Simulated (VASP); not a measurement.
# InGaAs2 (P-4m2) in VASP: notebook, part 2 of 3

VASP 6.6.1.

## Step 4: Single point, PBEsol (uniaxial strain along c: -2.0 %, then relaxed in part)

The input, INCAR:

```
PREC     = Accurate       # precision mode
ENCUT    = 520            # plane-wave cutoff, eV
EDIFF    = 1E-6           # SCF threshold, eV
ISMEAR   = 0              # smearing method
SIGMA    = 0.1            # smearing width, eV
LREAL    = False          # projectors in reciprocal space
LASPH    = True           # aspherical terms in the spheres
NELM     = 80             # most SCF steps
ALGO     = Normal         # electronic algorithm
ISIF     = 2              # what is computed and relaxed
LWAVE    = False          # write WAVECAR
LCHARG   = False          # write CHGCAR
GGA      = PS             # functional
NBANDS   = 26             # bands
```

The input, KPOINTS:

```
regular mesh
0
Gamma
  12 12 10
```

The input, POSCAR:

```
InGaAs2
1.0
    4.1727423643      0.0000000000      0.0000000000
    0.0000000000      4.1727423643      0.0000000000
    0.0000000000      0.0000000000      5.7859178787
In Ga As
1 1 2
Direct
    0.0000000000      0.0000000000      0.5000000000
    0.5000000000      0.5000000000      0.0000000000
    0.5000000000      0.0000000000      0.7699348930
    0.0000000000      0.5000000000      0.2300651070
```

On the command line:

```
$ cat potpaw_PBE.64/In_d/POTCAR potpaw_PBE.64/Ga_d/POTCAR potpaw_PBE.64/As/POTCAR > POTCAR
$ mpirun -np 1 vasp_std > vasp.out
```

It took 4.2 min on 1 thread of Intel Xeon 6975P-C, shared host; peak memory 0.56 GiB.

It converged, with:

```yaml
Free_energy: -17.4957 eV
Pressure: 0.5 GPa
Largest_force: 0.005 eV/Å
Band_gap_on_the_k_mesh: zero (filled and empty bands touch)
```

Forces on the atoms (eV/Å):
```
In   0.000  0.000  0.000
Ga   0.000  0.000  0.000
As   0.000  0.000  0.005
As   0.000  0.000 -0.005
```

Stress tensor (GPa, compression positive):
```
0.11 0.00 0.00
0.00 0.11 0.00
0.00 0.00 1.28
```

Levels at points of the mesh, in eV from the Fermi level:
```csv
k point,band 15,band 16,band 17,band 18,band 19,band 20,band 21,band 22
"(0.00, 0.00, 0.00)",-2.70,-0.16,-0.13,-0.06,-0.06,1.37,1.61,3.72
"(0.50, 0.00, 0.00)",-3.23,-2.95,-1.60,-0.99,1.89,2.97,4.79,4.98
"(0.50, 0.50, 0.00)",-2.65,-2.51,-2.51,-2.32,1.38,1.38,1.62,1.97
"(0.00, 0.00, 0.50)",-2.03,-2.03,-1.35,-1.35,1.68,1.80,2.77,3.28
"(0.50, 0.00, 0.50)",-1.55,-1.06,-1.02,-0.88,0.51,1.06,4.32,4.48
"(0.50, 0.50, 0.50)",-3.38,-3.24,-3.17,-3.17,4.39,4.46,4.47,4.47
```

Caveat: the cell differs from its parent crystal (uniaxial strain along c: -2.0 %, then relaxed in part); the PAW data sets were made with another functional, which shifts forces and pressure a little; spin-orbit coupling is left out, which moves the levels of the heavy elements.

## Step 5: Single point, PBEsol (uniaxial strain along c: -1.0 %, then relaxed in part)

INCAR is that of step 4.

KPOINTS is that of step 4.

The input, POSCAR:

```
InGaAs2
1.0
    4.1576781101      0.0000000000      0.0000000000
    0.0000000000      4.1576781101      0.0000000000
    0.0000000000      0.0000000000      5.8449578570
In Ga As
1 1 2
Direct
    0.0000000000      0.0000000000      0.5000000000
    0.5000000000      0.5000000000      0.0000000000
    0.5000000000      0.0000000000      0.7698409946
    0.0000000000      0.5000000000      0.2301590054
```

On the command line:

```
$ cat potpaw_PBE.64/In_d/POTCAR potpaw_PBE.64/Ga_d/POTCAR potpaw_PBE.64/As/POTCAR > POTCAR
$ mpirun -np 1 vasp_std > vasp.out
```

Run time: 3.9 min. Hardware: 1 thread of Intel Xeon 6975P-C, shared host; peak memory 0.57 GiB.

Results (log left out):

```yaml
Free_energy: -17.5016 eV
Pressure: 0.3 GPa
Band_gap_on_the_k_mesh: zero (filled and empty bands touch)
```

Stress tensor (GPa, compression positive):
```
0.12 0.00 0.00
0.00 0.12 0.00
0.00 0.00 0.72
```

Levels at points of the mesh, in eV from the Fermi level:
| k point | band 14 | band 15 | band 16 | band 17 | band 18 | band 19 | band 20 | band 21 | band 22 | band 23 |
| --- | --- | --- | --- | --- | --- | --- | --- | --- | --- | --- |
| (0.00, 0.00, 0.00) | -2.66 | -2.66 | -0.19 | -0.19 | -0.06 | -0.06 | 1.39 | 1.67 | 3.72 | 3.73 |
| (0.50, 0.00, 0.00) | -5.09 | -3.28 | -3.01 | -1.56 | -0.95 | 1.92 | 3.00 | 4.76 | 4.91 | 5.22 |
| (0.50, 0.50, 0.00) | -5.95 | -2.70 | -2.55 | -2.55 | -2.37 | 1.34 | 1.34 | 1.55 | 1.91 | 9.22 |
| (0.00, 0.00, 0.50) | -3.97 | -2.00 | -2.00 | -1.32 | -1.32 | 1.73 | 1.83 | 2.73 | 3.24 | 6.07 |
| (0.50, 0.00, 0.50) | -6.10 | -1.52 | -1.12 | -1.09 | -0.85 | 0.50 | 1.02 | 4.23 | 4.49 | 4.53 |
| (0.50, 0.50, 0.50) | -5.68 | -3.38 | -3.26 | -3.18 | -3.18 | 4.27 | 4.34 | 4.38 | 4.38 | 5.05 |

Caveat: the cell differs from its parent crystal (uniaxial strain along c: -1.0 %, then relaxed in part); the PAW data sets were made with another functional, which shifts forces and pressure a little; spin-orbit coupling is left out, which moves the levels of the heavy elements.

## Step 6: Relaxation of cell and atoms, PBEsol, target pressure 2 GPa, at which the enthalpy is minimised

This run uses another cell than the first one, of 24.86 Å³/atom, 1.055 times its volume.

The input, INCAR:

```
SYSTEM = InGaAs2
  ALGO = Normal
  EDIFF = 1E-6
  EDIFFG = -0.008
  ENCUT = 600
  GGA = PS
  IBRION = 2
  ISIF = 3
  ISMEAR = 0
  LASPH = .TRUE.
  LCHARG = .FALSE.
  LREAL = .FALSE.
  LWAVE = .FALSE.
  NELM = 60
  NSW = 70
  PREC = Accurate
  PSTRESS = 20.0
  SIGMA = 0.1
```

The input, KPOINTS:

```
k-points
0
G
  10 10 8
  0 0 0
```

The input, POSCAR:

```
InGaAs2
1.0
    4.1173559080      0.0000000000      0.0000000000
    0.0000000000      4.1173559080      0.0000000000
    0.0000000000      0.0000000000      5.8658731707
In Ga As
1 1 2
Direct
    0.0000000000      0.0000000000      0.5000000000
    0.5000000000      0.5000000000      0.0000000000
    0.5000000000      0.0000000000      0.7697097067
    0.0000000000      0.5000000000      0.2302902933
```

Potentials or basis: VASP PAW PBE potentials, release 64 (In_d, Ga_d, As).

On the command line:

```
$ cat potpaw_PBE.64/In_d/POTCAR potpaw_PBE.64/Ga_d/POTCAR potpaw_PBE.64/As/POTCAR > POTCAR
$ mpirun -np 1 vasp_std > vasp.out
```

OUTCAR:

```text
SYSTEM = InGaAs2
   EDIFF = 1E-6
   EDIFFG = -0.008
   ENCUT = 600
   GGA = PS
   IBRION = 2
   ISIF = 3
   ISMEAR = 0
   LASPH = .TRUE.
   LREAL = .FALSE.
   NELM = 60
   NSW = 70
   PREC = Accurate
   PSTRESS = 20.0

 ion  position               nearest neighbor table
   1  0.000  0.000  0.500-   3 2.60   4 2.60   4 2.60   3 2.60
   2  0.500  0.500  0.000-   3 2.46   4 2.46   3 2.46   4 2.46
   3  0.500  0.000  0.770-   2 2.46   2 2.46   1 2.60   1 2.60
   4  0.000  0.500  0.230-   2 2.46   2 2.46   1 2.60   1 2.60

  LATTYP: Found a simple tetragonal cell.
 ALAT       =     4.1173559080
 C/A-ratio  =     1.4246699342

  Lattice vectors:

 A1 = (   4.1173559080,   0.0000000000,   0.0000000000)
 A2 = (   0.0000000000,   4.1173559080,   0.0000000000)
 A3 = (   0.0000000000,   0.0000000000,   5.8658731707)

Analysis of symmetry for initial positions (statically):
=====================================================================
 Subroutine PRICEL returns:
 Original cell was already a primitive cell.

 Routine SETGRP: Setting up the symmetry group for a
 simple tetragonal supercell.

 Subroutine GETGRP returns: Found  8 space group operations
 (whereof  8 operations were pure point group operations)
 out of a pool of 16 trial point group operations.

The static configuration has the point symmetry D_2d.

Analysis of symmetry for dynamics (positions and initial velocities):
=====================================================================
 Subroutine PRICEL returns:
 Original cell was already a primitive cell.

 Routine SETGRP: Setting up the symmetry group for a
 simple tetragonal supercell.

 Subroutine GETGRP returns: Found  8 space group operations
 (whereof  8 operations were pure point group operations)
 out of a pool of 16 trial point group operations.

The dynamic configuration has the point symmetry D_2d.

 Subroutine INISYM returns: Found  8 space group operations
 (whereof  8 operations are pure point group operations),
 and found     1 'primitive' translations
[... 124 lines left out ...]
   GGA     = PS    functional components
   LHFCALC =     F    Hartree Fock is set to
   AEXX    =    0.0000 exact exchange contribution
   IVDW    =     0    specifies the selected vdW correction
   LEPSILON=     F    determine dielectric tensor
   LRPA    =     F    only Hartree local field effects (RPA)
 conjugate gradient relaxation of ions
 non-spin polarized calculation
 Gauss-broadening in eV      SIGMA  =   0.10
  energy-cutoff  :      600.00
  volume of cell :       99.44
 maximum number of plane-waves:      3364
 NGX is ok and might be reduce to    36
   NGX = 17   NGY = 17   NGZ = 23

--------------------------------------- Ionic step        1  -------------------------------------------

 number of electron      35.9999986 magnetization

 Free energy of the ion-electron system (eV)
  ---------------------------------------------------
  ext. energy  EPLUGINS =         0.00000000
  ---------------------------------------------------
  free energy    TOTEN  =       -17.49434797 eV

  energy without entropy =      -17.49407480  energy(sigma->0) =      -17.49421139

------------------------ aborting loop because EDIFF is reached ----------------------------------------

  FORCE on cell =-STRESS in cart. coord.  units (eV):
  Direction    XX          YY          ZZ          XY          YZ          ZX
  --------------------------------------------------------------------------------------
  -------------------------------------------------------------------------------------
  Total        0.8453321      0.8453321      0.8701178      0.0000000      0.0000000      0.0000000
  in kB       13.6197285     13.6197285     14.0190678      0.0000000      0.0000000      0.0000000
  external PRESSURE =      -6.2471584 kB  Pullay stress =      20.0000000 kB
[... 227 lines left out ...]
--------------------------------------- Ionic step        7  -------------------------------------------

 number of electron      35.9999991 magnetization

 Free energy of the ion-electron system (eV)
  ---------------------------------------------------
  ext. energy  EPLUGINS =         0.00000000
  ---------------------------------------------------
  free energy    TOTEN  =       -17.48485133 eV

  energy without entropy =      -17.48457733  energy(sigma->0) =      -17.48471433

 E-fermi :   4.4217     XC(G=0):  -9.5997

 val. band max:        4.3655799582   @ k =   0.0000   0.0000   0.0000
 cond. band min:       4.9629652462   @ k =   0.5000   0.0000   0.5000
 fundamental gap:      0.5973852881
 Fermi energy:         4.4217002494

 k-point     1 :       0.0000    0.0000    0.0000
  band No.  band energies     occupation
      1     -10.5914      2.00000
      2     -10.5086      2.00000
      3     -10.5086      2.00000
      4     -10.4707      2.00000
      5     -10.4366      2.00000
      6     -10.1503      2.00000
[... 589 lines left out ...]
     21       7.8893      0.00000
     22       8.5546      0.00000

 [... further k-points ...]

------------------------ aborting loop because EDIFF is reached ----------------------------------------

  FORCE on cell =-STRESS in cart. coord.  units (eV):
  Direction    XX          YY          ZZ          XY          YZ          ZX
  --------------------------------------------------------------------------------------
  -------------------------------------------------------------------------------------
  Total        1.2345893      1.2345893      1.2470428      0.0000000      0.0000000      0.0000000
  in kB       20.0758328     20.0758328     20.2783410      0.0000000      0.0000000      0.0000000
  external PRESSURE =       0.1433355 kB  Pullay stress =      20.0000000 kB
[... 23 lines left out ...]
  energy  without entropy=      -17.4845773286  energy(sigma->0) =      -17.48471433

  enthalpy is  TOTEN    =       -16.2549254826 eV   P V=        1.2299258514

 reached required accuracy - stopping structural energy minimisation
```

OSZICAR:

```text
N       E                     dE             d eps       ncg     rms          rms(c)
DAV:   1     0.284601677498E+03    0.28460E+03   -0.18643E+04  4620   0.227E+03
DAV:   2     0.145480855743E+02   -0.27005E+03   -0.26517E+03  4800   0.485E+02
DAV:   3    -0.168460306350E+02   -0.31394E+02   -0.30758E+02  5554   0.153E+02
[... 47 lines left out ...]
       N       E                     dE             d eps       ncg     rms          rms(c)
DAV:   1    -0.174849165713E+02    0.49285E-03   -0.21438E-03  5606   0.679E-01    0.503E-02
DAV:   2    -0.174848646263E+02    0.51945E-04   -0.21379E-04  6568   0.254E-01    0.227E-02
DAV:   3    -0.174848515840E+02    0.13042E-04   -0.31173E-05  5736   0.932E-02    0.639E-03
DAV:   4    -0.174848513340E+02    0.25002E-06   -0.39152E-06  4502   0.202E-02
   7 F= -.16254925E+02 E0= -.16254788E+02  d E =-.144122E-04
```

It took 7.7 min on 1 thread of Intel Xeon Platinum 8488C (Sapphire Rapids), shared host; peak memory 0.49 GiB.

What came out:

```yaml
Free_energy: -17.4849 eV
Relaxed_volume: 24.63 Å³/atom
Relaxed_cell: a = 4.104 Å, b = 4.104 Å, c = 5.851 Å, α = 90.00°, β = 90.00°, γ = 90.00°
Space_group_after_relaxing_to_0.05_Å: P-4m2 (No. 115)
Energy_change_on_relaxing_the_enthalpy_is_what_falls: +2.4 meV/atom
Ionic_steps: 7
Pressure_after_relaxing: 2.0 GPa
Band_gap_on_the_k_mesh: zero (filled and empty bands touch)
```

The path:
```tsv
step	energy change (eV)	largest force (eV/Å)	pressure (GPa)	volume (Å³)
1	0.0000	0.0196	1.38	99.44
2	0.0159	0.0225	2.38	98.05
3	0.0098	0.0215	2.00	98.51
4	0.0100	0.0216	2.04	98.49
5	0.0090	0.0087	1.96	98.57
6	0.0089	0.0080	1.96	98.57
7	0.0095	0.0002	2.01	98.53
```

Final structure:
```xyz
4
Lattice="4.1037 0.0000 0.0000 0.0000 4.1037 0.0000 0.0000 0.0000 5.8508" Properties=species:S:1:pos:R:3 pbc="T T T"
In    0.0000    0.0000    2.9254
Ga    2.0518    2.0518    5.8508
As    2.0518    0.0000    4.5058
As    0.0000    2.0518    1.3450
```

Levels at points of the mesh, in eV from the Fermi level:
```
           k point  band 16  band 17  band 18  band 19  band 20  band 21
(0.00, 0.00, 0.00)    -0.26    -0.06    -0.06    -0.06     1.37     1.72
(0.50, 0.00, 0.00)    -3.18    -1.59    -0.95     2.00     3.10     4.76
(0.50, 0.50, 0.00)    -2.68    -2.68    -2.50     1.25     1.25     1.47
(0.00, 0.00, 0.50)    -2.06    -1.35    -1.35     1.78     1.82     2.73
(0.50, 0.00, 0.50)    -1.23    -1.20    -0.85     0.54     1.05     4.14
(0.50, 0.50, 0.50)    -3.40    -3.32    -3.32     4.26     4.29     4.29
```

Caveat: the cell is relaxed towards a set pressure, so the enthalpy falls and the energy may rise; the PAW data sets were made with another functional, which shifts forces and pressure a little; spin-orbit coupling is left out, which moves the levels of the heavy elements.

[end of part 2 of 3]
